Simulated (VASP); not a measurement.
# Si in VASP: notebook

Si is run at these levels: PBE; tasks: single point.

Program: VASP 6.6.1. These are calculated values, not measurements. Logs are shortened: lines on timing, memory, paths and dates and some standing lists are left out, and cuts for length are marked.

### 1 The cell of the first run

The cell holds a slab with vacuum, 11 atoms: a = 3.868 Å, b = 3.868 Å, c = 21.674 Å, α = 90.00°, β = 90.00°, γ = 90.00°.

### 2 Single point, PBE

Input file INCAR:

```
  PREC = Accurate
  ENCUT = 520
  EDIFF = 1E-6
  ISMEAR = 0
  SIGMA = 0.05
  LREAL = F
  LASPH = T
  NELM = 60
  ALGO = Normal
  ISIF = 2
  LWAVE = F
  LCHARG = F
  GGA = PE
  NBANDS = 33
```

Input file KPOINTS:

```
regular mesh
0
Gamma
  7 7 1
```

Input file POSCAR:

```
Si
1.0
    3.8677061083      0.0000000000      0.0000000000
    0.0000000000      3.8677061083      0.0000000000
    0.0000000000      0.0000000000     21.6744060839
Si
11
Direct
    0.0000000000      0.5000000000      0.1845494628
    0.0000000000      0.0000000000      0.2476395703
    0.5000000000      0.0000000000      0.3107296777
    0.5000000000      0.5000000000      0.3738197851
    0.0000000000      0.5000000000      0.4369098926
    0.0000000000      0.0000000000      0.5000000000
    0.5000000000      0.0000000000      0.5630901074
    0.5000000000      0.5000000000      0.6261802149
    0.0000000000      0.5000000000      0.6892703223
    0.0000000000      0.0000000000      0.7523604297
    0.5000000000      0.0000000000      0.8154505372
```

Potentials or basis: VASP PAW PBE potentials, release 64 (Si).

On the command line:

```
cat potpaw_PBE.64/Si/POTCAR > POTCAR
mpirun -np 1 vasp_std > vasp.out
```

OUTCAR:

```text
PREC = Accurate
   ENCUT = 520
   EDIFF = 1E-6
   ISMEAR = 0
   LREAL = F
   LASPH = T
   NELM = 60
   ISIF = 2
   GGA = PE

 ion  position               nearest neighbor table
   1  0.000  0.500  0.185-   2 2.37   2 2.37
   2  0.000  0.000  0.248-   3 2.37   3 2.37   1 2.37   1 2.37
   3  0.500  0.000  0.311-   4 2.37   4 2.37   2 2.37   2 2.37
   4  0.500  0.500  0.374-   3 2.37   3 2.37   5 2.37   5 2.37
   5  0.000  0.500  0.437-   6 2.37   6 2.37   4 2.37   4 2.37
   6  0.000  0.000  0.500-   5 2.37   7 2.37   5 2.37   7 2.37
   7  0.500  0.000  0.563-   6 2.37   6 2.37   8 2.37   8 2.37
   8  0.500  0.500  0.626-   9 2.37   9 2.37   7 2.37   7 2.37
   9  0.000  0.500  0.689-   8 2.37   8 2.37  10 2.37  10 2.37
  10  0.000  0.000  0.752-   9 2.37   9 2.37  11 2.37  11 2.37
  11  0.500  0.000  0.815-  10 2.37  10 2.37

  LATTYP: Found a simple tetragonal cell.
 ALAT       =     3.8677061083
 C/A-ratio  =     5.6039433910

  Lattice vectors:

 A1 = (   3.8677061083,   0.0000000000,   0.0000000000)
 A2 = (   0.0000000000,   3.8677061083,   0.0000000000)
 A3 = (   0.0000000000,   0.0000000000,  21.6744060839)

Analysis of symmetry for initial positions (statically):
=====================================================================
 Subroutine PRICEL returns:
 Original cell was already a primitive cell.

 Routine SETGRP: Setting up the symmetry group for a
 simple tetragonal supercell.

 Subroutine GETGRP returns: Found  8 space group operations
 (whereof  8 operations were pure point group operations)
 out of a pool of 16 trial point group operations.

The static configuration has the point symmetry D_2d.

Analysis of symmetry for dynamics (positions and initial velocities):
=====================================================================
 Subroutine PRICEL returns:
 Original cell was already a primitive cell.

 Routine SETGRP: Setting up the symmetry group for a
 simple tetragonal supercell.

 Subroutine GETGRP returns: Found  8 space group operations
 (whereof  8 operations were pure point group operations)
 out of a pool of 16 trial point group operations.

The dynamic configuration has the point symmetry D_2d.

 Subroutine INISYM returns: Found  8 space group operations
 (whereof  8 operations are pure point group operations),
 and found     1 'primitive' translations

[... 104 lines left out ...]
   ISYM   =      2    0-nonsym 1-usesym 2-fastsym
   POTIM  = 0.5000    time-step for ionic-motion
   TEBEG  =    0.0;   TEEND  =   0.0 temperature during run
   PSTRESS=    0.0 pullay stress
   NELECT =      44.0000    total number of electrons
   NUPDOWN=      -1.0000    fix difference up-down
   EMIN   =  10.00;   EMAX   =-10.00  energy-range for DOS
   EFERMI =   0.00;   METHOD = LEGACY
   ISMEAR =     0;   SIGMA  =   0.05  broadening in eV -4-tet -1-fermi 0-gaus
   EFERMI_NEDOS =   21; number of points for ismear=-14 and -15
   IALGO  =     38    algorithm
   IMIX   =      4    mixing-type and parameters
     AMIX     =   0.40;   BMIX     =  1.00
     AMIX_MAG =   1.60;   BMIX_MAG =  1.00
  volume/ion in A,a.u.               =      29.48       198.91
  Fermi-wavevector in a.u.,A,eV,Ry     =   0.841281  1.589790  9.629571  0.707753
  Thomas-Fermi vector in A             =   1.955800
   LORBIT       =      0    0 simple, 1 ext, 2 COOP (PROOUT), +10 PAW based schemes
   GGA     = PE    functional components
   LHFCALC =     F    Hartree Fock is set to
   AEXX    =    0.0000 exact exchange contribution
   IVDW    =     0    specifies the selected vdW correction
   LEPSILON=     F    determine dielectric tensor
   LRPA    =     F    only Hartree local field effects (RPA)
 non-spin polarized calculation
 Gauss-broadening in eV      SIGMA  =   0.05
  energy-cutoff  :      520.00
  volume of cell :      324.23
 maximum number of plane-waves:      8750
 NGX is ok and might be reduce to    30

 number of electron      43.9999997 magnetization

 Free energy of the ion-electron system (eV)
  ---------------------------------------------------
  ext. energy  EPLUGINS =         0.00000000
  ---------------------------------------------------
  free energy    TOTEN  =       -55.64315968 eV

  energy without entropy =      -55.63756531  energy(sigma->0) =      -55.64036250

 E-fermi :   2.1217     XC(G=0):  -7.2705

 val. band max:        2.0751049212   @ k =   0.2857   0.1429   0.0000
 cond. band min:       2.1366612446   @ k =   0.1429   0.0000   0.0000
 fundamental gap:      0.0615563234
 Fermi energy:         2.1217097804

 k-point     1 :       0.0000    0.0000    0.0000
  band No.  band energies     occupation
      1      -9.4345      2.00000
      2      -8.9837      2.00000
      3      -8.3417      2.00000
      4      -7.4930      2.00000
      5      -6.4476      2.00000
      6      -5.2349      2.00000
[... 349 lines left out ...]
     32       5.6612      0.00000
     33       6.2138      0.00000

------------------------ aborting loop because EDIFF is reached ----------------------------------------

  FORCE on cell =-STRESS in cart. coord.  units (eV):
  Direction    XX          YY          ZZ          XY          YZ          ZX
  --------------------------------------------------------------------------------------
  -------------------------------------------------------------------------------------
  Total       -2.1071588     -2.1071588     -0.8038773      0.0000000     -0.0000000      0.0000000
  in kB      -10.4124689    -10.4124689     -3.9723381      0.0000000     -0.0000000      0.0000000
  external PRESSURE =      -8.2657586 kB  Pullay stress =       0.0000000 kB

 VOLUME and BASIS-vectors are now :
 -----------------------------------------------------------------------------
  energy-cutoff  :      520.00
  volume of cell :      324.23
      direct lattice vectors                 reciprocal lattice vectors
     3.867706108  0.000000000  0.000000000     0.258551186  0.000000000  0.000000000
     0.000000000  3.867706108  0.000000000     0.000000000  0.258551186  0.000000000
     0.000000000  0.000000000 21.674406084     0.000000000  0.000000000  0.046137366

 POSITION                                       TOTAL-FORCE (eV/Angst)
 -----------------------------------------------------------------------------------
      0.00000      1.93385      4.00000         0.000000     -0.000000      0.107417
      0.00000      0.00000      5.36744         0.000000     -0.000000     -0.031567
      1.93385      0.00000      6.73488        -0.000000     -0.000000      0.014558
      1.93385      1.93385      8.10232         0.000000     -0.000000     -0.079291
      0.00000      1.93385      9.46976         0.000000     -0.000000     -0.013079
      0.00000      0.00000     10.83720         0.000000     -0.000000      0.000000
      1.93385      0.00000     12.20464         0.000000     -0.000000      0.013079
      1.93385      1.93385     13.57208         0.000000      0.000000      0.079291
      0.00000      1.93385     14.93952         0.000000      0.000000     -0.014558
      0.00000      0.00000     16.30697         0.000000     -0.000000      0.031567
      1.93385      0.00000     17.67441         0.000000     -0.000000     -0.107417
 -----------------------------------------------------------------------------------
    total drift:                               -0.000000     -0.000000      0.000000

  FREE ENERGIE OF THE ION-ELECTRON SYSTEM (eV)
  ---------------------------------------------------
  free  energy   TOTEN  =       -55.6431596845 eV

  energy  without entropy=      -55.6375653093  energy(sigma->0) =      -55.64036250
```

OSZICAR:

```text
N       E                     dE             d eps       ncg     rms          rms(c)
DAV:   1     0.135992462245E+03    0.13599E+03   -0.15839E+04   660   0.105E+03
DAV:   2    -0.444119773008E+02   -0.18040E+03   -0.17291E+03   847   0.158E+02
DAV:   3    -0.562842926506E+02   -0.11872E+02   -0.11632E+02   848   0.397E+01
DAV:   4    -0.567077156228E+02   -0.42342E+00   -0.42199E+00   992   0.893E+00
DAV:   5    -0.567188568812E+02   -0.11141E-01   -0.11136E-01   960   0.139E+00    0.106E+01
DAV:   6    -0.559039221312E+02    0.81493E+00   -0.12093E+00   829   0.424E+00    0.623E+00
DAV:   7    -0.556818860083E+02    0.22204E+00   -0.10068E+00   846   0.549E+00    0.187E+00
DAV:   8    -0.556423650725E+02    0.39521E-01   -0.37368E-01   822   0.284E+00    0.409E-01
DAV:   9    -0.556431072311E+02   -0.74216E-03   -0.57970E-02   896   0.993E-01    0.331E-01
DAV:  10    -0.556425436363E+02    0.56359E-03   -0.91924E-03   847   0.362E-01    0.254E-01
DAV:  11    -0.556428136464E+02   -0.27001E-03   -0.12614E-03   816   0.143E-01    0.141E-01
DAV:  12    -0.556429641880E+02   -0.15054E-03   -0.83261E-04   797   0.137E-01    0.357E-02
DAV:  13    -0.556430766088E+02   -0.11242E-03   -0.36390E-04   798   0.721E-02    0.416E-02
DAV:  14    -0.556431469483E+02   -0.70339E-04   -0.11015E-04   785   0.382E-02    0.190E-02
DAV:  15    -0.556431540100E+02   -0.70617E-05   -0.26845E-05   796   0.224E-02    0.181E-02
DAV:  16    -0.556431574485E+02   -0.34385E-05   -0.80839E-06   758   0.116E-02    0.106E-02
DAV:  17    -0.556431590876E+02   -0.16390E-05   -0.30639E-06   708   0.671E-03    0.685E-03
DAV:  18    -0.556431596845E+02   -0.59690E-06   -0.60017E-07   575   0.326E-03
   1 F= -.55643160E+02 E0= -.55640362E+02  d E =-.559438E-02
```

It took 3.6 min on 1 thread of Intel Xeon Platinum 8259CL at 2.50GHz (Skylake/Cascade Lake), shared host; peak memory 0.39 GiB.

Results:

| Item | Value |
| --- | --- |
| Free energy | -55.6432 eV |
| Largest force | 0.107 eV/Å |
| Band gap on the k mesh | zero (band 22 reaches 2.50 eV, above the bottom of band 23 at 1.75 eV) |

Forces on the atoms (eV/Å):
```
Si   0.000  0.000  0.107
Si   0.000  0.000 -0.032
Si   0.000  0.000  0.015
Si   0.000  0.000 -0.079
Si   0.000  0.000 -0.013
Si   0.000  0.000  0.000
Si   0.000  0.000  0.013
Si   0.000  0.000  0.079
Si   0.000  0.000 -0.015
Si   0.000  0.000  0.032
Si   0.000  0.000 -0.107
```

Levels at points of the mesh, in eV from the Fermi level:
| k point | band 20 | band 21 | band 22 | band 23 | band 24 | band 25 |
| --- | --- | --- | --- | --- | --- | --- |
| (0.00, 0.00, 0.00) | -0.18 | -0.10 | 0.38 | 0.90 | 0.92 | 1.42 |

### 3 Single point, PBE

This run uses another cell than the first one: it holds 15 atoms, not 11.

Input file INCAR:

```
SYSTEM = Si
PREC = Accurate ; ENCUT = 520
EDIFF = 1E-6 ; ISMEAR = 0
SIGMA = 0.05 ; LREAL = Auto
LASPH = .True. ; NELM = 80
ALGO = Normal ; ISIF = 2
LWAVE = .False. ; LCHARG = .False.
LDIPOL = .True. ; IDIPOL = 3
DIPOL = 0.5 0.5 0.500 ; GGA = PE
NBANDS = 43
```

Input file KPOINTS:

```
Automatic mesh
0
Gamma
  7 7 1
  0 0 0
```

Input file POSCAR:

```
Si
1.0
    3.8677061083      0.0000000000      0.0000000000
    0.0000000000      3.8677061083      0.0000000000
    0.0000000000      0.0000000000     34.1441685175
Si
15
Direct
    0.0000000000      0.5000000000      0.2196568353
    0.0000000000      0.0000000000      0.2597058588
    0.5000000000      0.0000000000      0.2997548823
    0.5000000000      0.5000000000      0.3398039059
    0.0000000000      0.5000000000      0.3798529294
    0.0000000000      0.0000000000      0.4199019529
    0.5000000000      0.0000000000      0.4599509765
    0.5000000000      0.5000000000      0.5000000000
    0.0000000000      0.5000000000      0.5400490235
    0.0000000000      0.0000000000      0.5800980471
    0.5000000000      0.0000000000      0.6201470706
    0.5000000000      0.5000000000      0.6601960941
    0.0000000000      0.5000000000      0.7002451177
    0.0000000000      0.0000000000      0.7402941412
    0.5000000000      0.0000000000      0.7803431647
```

Potentials or basis: VASP PAW PBE potentials, release 64 (Si).

On the command line:

```
cat potpaw_PBE.64/Si/POTCAR > POTCAR
mpirun -np 1 vasp_std > vasp.out
```

OUTCAR:

```text
SYSTEM = Si
   PREC = Accurate
   ENCUT = 520
   EDIFF = 1E-6
   ISMEAR = 0
   LREAL = Auto
   LASPH = .True.
   NELM = 80
   ISIF = 2
   GGA = PE

 ion  position               nearest neighbor table
   1  0.000  0.500  0.220-   2 2.37   2 2.37
   2  0.000  0.000  0.260-   1 2.37   1 2.37   3 2.37   3 2.37
   3  0.500  0.000  0.300-   2 2.37   2 2.37   4 2.37   4 2.37
   4  0.500  0.500  0.340-   5 2.37   5 2.37   3 2.37   3 2.37
   5  0.000  0.500  0.380-   6 2.37   6 2.37   4 2.37   4 2.37
   6  0.000  0.000  0.420-   5 2.37   5 2.37   7 2.37   7 2.37
   7  0.500  0.000  0.460-   8 2.37   8 2.37   6 2.37   6 2.37
[... 685 lines left out ...]
     0.000000000  3.867706108  0.000000000     0.000000000  0.258551186  0.000000000
     0.000000000  0.000000000 34.144168517     0.000000000  0.000000000  0.029287578

 POSITION                                       TOTAL-FORCE (eV/Angst)
 -----------------------------------------------------------------------------------
      0.00000      1.93385      7.50000         0.000000      0.000000      0.102397
      0.00000      0.00000      8.86744         0.000000     -0.000000     -0.022889
      1.93385      0.00000     10.23488         0.000000      0.000000      0.024622
      1.93385      1.93385     11.60232         0.000000     -0.000000     -0.087083
      0.00000      1.93385     12.96976         0.000000     -0.000000     -0.004960
      0.00000      0.00000     14.33720         0.000000     -0.000000     -0.004906
      1.93385      0.00000     15.70464         0.000000      0.000000      0.009434
      1.93385      1.93385     17.07208         0.000000      0.000000      0.000000
      0.00000      1.93385     18.43952         0.000000     -0.000000     -0.009434
      0.00000      0.00000     19.80697         0.000000      0.000000      0.004906
      1.93385      0.00000     21.17441         0.000000     -0.000000      0.004960
      1.93385      1.93385     22.54185         0.000000     -0.000000      0.087083
      0.00000      1.93385     23.90929         0.000000      0.000000     -0.024622
      0.00000      0.00000     25.27673         0.000000      0.000000      0.022889
      1.93385      0.00000     26.64417        -0.000000     -0.000000     -0.102397
 -----------------------------------------------------------------------------------
    total drift:                               -0.000000     -0.000000      0.000000

  FREE ENERGIE OF THE ION-ELECTRON SYSTEM (eV)
  ---------------------------------------------------
  free  energy   TOTEN  =       -77.3422514488 eV

  energy  without entropy=      -77.3393970772  energy(sigma->0) =      -77.34082426

 vacuum level on the upper side and lower side of the slab         6.335         6.335
```

stdout:

```text
POSCAR found type information on POSCAR Si
 POSCAR found :  1 types and      15 ions
 scaLAPACK will be used
 LDA part: xc-table for (Slater+PW92), standard interpolation
 POSCAR, INCAR and KPOINTS ok, starting setup
 FFT: planning ... GRIDC
 FFT: planning ... GRID_SOFT
 FFT: planning ... GRID
 WAVECAR not read
 entering main loop
```

Run time: 11 min. Hardware: 1 thread of Intel Xeon Platinum 8259CL at 2.50GHz (Skylake/Cascade Lake), shared host; peak memory 0.52 GiB.

What came out:

```
Free energy            : -77.3423 eV
Largest force          : 0.102 eV/Å
Band gap on the k mesh : zero (band 30 reaches 1.45 eV, above the bottom of band 31 at 0.78 eV)
```

Forces on the atoms (eV/Å):
```
Si   0.000  0.000  0.102
Si   0.000  0.000 -0.023
Si   0.000  0.000  0.025
Si   0.000  0.000 -0.087
Si   0.000  0.000 -0.005
Si   0.000  0.000 -0.005
Si   0.000  0.000  0.009
Si   0.000  0.000  0.000
Si   0.000  0.000 -0.009
Si   0.000  0.000  0.005
Si   0.000  0.000  0.005
Si   0.000  0.000  0.087
Si   0.000  0.000 -0.025
Si   0.000  0.000  0.023
Si   0.000  0.000 -0.102
```

[end of part 1 of 2]
